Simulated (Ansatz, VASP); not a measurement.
## C in VASP and in Ansatz

```
CELL_PARAMETERS angstrom
0.00000 1.78582 1.78582
1.78582 0.00000 1.78582
1.78582 1.78582 0.00000
ATOMIC_POSITIONS crystal
C 0.00000 0.00000 0.00000
C 0.25000 0.25000 0.25000
```

Alike in both runs: task relaxation of cell and atoms; functional PBE; k mesh 12 × 12 × 12; occupations gaussian, width 0.02 eV; no spin polarisation.

|  | VASP | Ansatz |
| --- | --- | --- |
| version | VASP 6.6.1 | Ansatz 0.2.0 |
| potentials or method | VASP PAW PBE potentials, release 64 (C), cutoff 600 eV | scalar-relativistic, plane waves, PAW |
| valence electrons in the cell | 8 | 8 |

```csv
,VASP,Ansatz,Ansatz less VASP
"gap on the k mesh at the Fermi level, each at its own relaxed structure (eV)",4.14,4.15,+0.007
relaxed volume (Å³/atom),5.70,5.70,0.000
relaxed cell length with the largest relative difference (Å),2.526,2.526,0.0000
```

Noted on VASP's run: the relaxation stopped at its first step, so nothing moved.
